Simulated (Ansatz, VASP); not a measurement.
Two plane-wave programs on MgO

Contents of INCAR:

```
SYSTEM = MgO
  ALGO = Normal
  EDIFF = 1E-6
  ENCUT = 840
  GGA = PE
  GGA_COMPAT = .FALSE.
  ISIF = 2
  ISMEAR = 0
  LASPH = .TRUE.
  LCHARG = .TRUE.
  LELF = .TRUE.
  LREAL = .FALSE.
  LVHAR = .TRUE.
  LWAVE = .FALSE.
  NBANDS = 15
  NELM = 120
  PREC = Accurate
  SIGMA = 0.15
```

Contents of KPOINTS:

```
k-points
0
G
  8 8 8
  0 0 0
```

Contents of POSCAR:

```
MgO
1.0
    0.0000000000      2.1496500000      2.1496500000
    2.1496500000      0.0000000000      2.1496500000
    2.1496500000      2.1496500000      0.0000000000
Mg O
1 1
Direct
    0.0000000000      0.0000000000      0.0000000000
    0.5000000000      0.5000000000      0.5000000000
```

Input for Ansatz:

```yaml
crystal:
  lattice:
    - [0.0, 2.14965, 2.14965]
    - [2.14965, 0.0, 2.14965]
    - [2.14965, 2.14965, 0.0]
  atoms:
    - { symbol: Mg, position: [0.0, 0.0, 0.0] }
    - { symbol: O, position: [0.5, 0.5, 0.5] }
hamiltonian:
  xc: pbe
  pseudopotentials: { kind: paw }
basis:
  ecutwfc: 420
kpoints:
  mp_grid: { grid: [8, 8, 8] }
scf:
  occupations: { method: gaussian, width: 0.15 }
  lower_state_search: "off"
  max_iter: 50
output:
  forces: true
  stress: true
```

Alike in both runs: task single point; functional PBE; k mesh 8 × 8 × 8; occupations gaussian, width 0.15 eV; no spin polarisation.

```csv
,VASP,Ansatz
version,VASP 6.6.1,Ansatz 0.2.0
potentials or method,"VASP PAW PBE potentials, release 64 (Mg_sv, O), cutoff 840 eV","PAW, plane waves, scalar-relativistic"
valence electrons in the cell,16,16
```

|  | VASP | Ansatz | Ansatz less VASP |
| --- | --- | --- | --- |
| pressure (GPa) | -4.5 | -4.5 | 0.00 |

The functional is the same, so the differences come from potentials, cutoffs and numerics.
